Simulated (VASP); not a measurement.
SiC:

```xyz
6
Lattice="3.9341 0.0000 0.0000 -1.9671 3.4071 0.0000 0.0000 0.0000 5.6313" Properties=species:S:1:pos:R:3 pbc="T T T"
Si    0.0000    0.0000    0.9386
Si    0.0000    0.0000    2.8157
Si    0.0000    0.0000    4.6928
C     1.5637    2.7085    0.0000
C     0.8066    0.0000    1.8771
C    -0.4033    0.6986    3.7542
```

The cell was generated, and may not be a known phase.

```yaml
Program: VASP 6.6.1
Task: relaxation of cell and atoms
Functional: PBE
Potentials_or_basis: VASP PAW PBE potentials, release 64 (Si, C)
Cutoff: 600 eV
k_mesh: 6 × 6 × 4
Occupations: gaussian, width 0.1 eV
Spin: no spin polarisation
```

At the start: pressure 275.0 GPa; volume 12.58 Å³/atom.

Question: How do energy, volume and symmetry change on relaxing?

Answer: Over 30 steps the energy falls by 10143.1 meV/atom and the volume is 8.34 Å³/atom (-33.7 %); space group P3_121 (No. 152, to 0.1 Å) before, Fm-3m (No. 225, to 0.1 Å).

The path:
```tsv
step	energy change (eV)	largest force (eV/Å)	pressure (GPa)	volume (Å³)
1	0.0000	56.1388	275.03	75.48
2	-18.2921	0.7695	-6.40	543.10
3	-21.9024	1.0269	-7.27	481.32
4	-25.4281	1.1419	-8.17	427.97
5	-41.3915	2.8567	-15.26	209.55
6	-45.9997	1.7145	-20.20	133.18
7	-48.9319	0.1681	-18.46	102.14
8	-49.5846	0.8829	-6.83	88.29
9	-49.5867	0.7960	-11.31	91.70
10	-49.6036	0.8358	-10.02	90.60
11	-52.3620	0.9271	-13.53	81.02
12	-56.2800	2.8050	32.65	50.22
13	-56.5504	0.6482	-19.70	68.83
14	-58.4063	1.6260	-6.06	59.51
15	-58.4202	1.6867	-4.35	58.87
16	-58.9037	1.1151	3.25	54.03
17	-58.9089	1.1684	2.22	54.41
18	-59.2885	1.1792	6.51	53.02
19	-59.2941	1.0449	6.24	53.16
20	-59.5186	0.9217	-4.64	55.11
21	-59.5830	0.8346	-11.95	56.68
22	-59.7340	0.7781	-12.49	56.26
23	-60.1792	0.6448	-13.45	55.00
24	-60.7554	0.1850	-10.61	52.54
25	-58.3960	4.2245	40.30	47.82
26	-60.7880	0.1024	-9.54	52.19
27	-60.8032	0.2818	-5.75	51.35
28	-60.8120	0.1109	-7.57	51.69
29	-60.8540	0.0197	2.84	49.59
30	-60.8583	0.0238	0.26	50.06
```

Final structure:
```xyz
6
Lattice="2.8692 0.0000 0.0000 -1.4346 2.4848 0.0000 0.0000 0.0000 7.0222" Properties=species:S:1:pos:R:3 pbc="T T T"
Si    2.3885    0.8325    1.1704
Si    0.9539    1.6523    3.5111
Si    0.9613    0.0000    5.8518
C     0.9596    1.6621    0.0000
C     0.9500    0.0000    2.3407
C     2.3942    0.8227    4.6814
```

Caveat: the volume moved by over 15 % at a fixed basis, so the end points are rough.
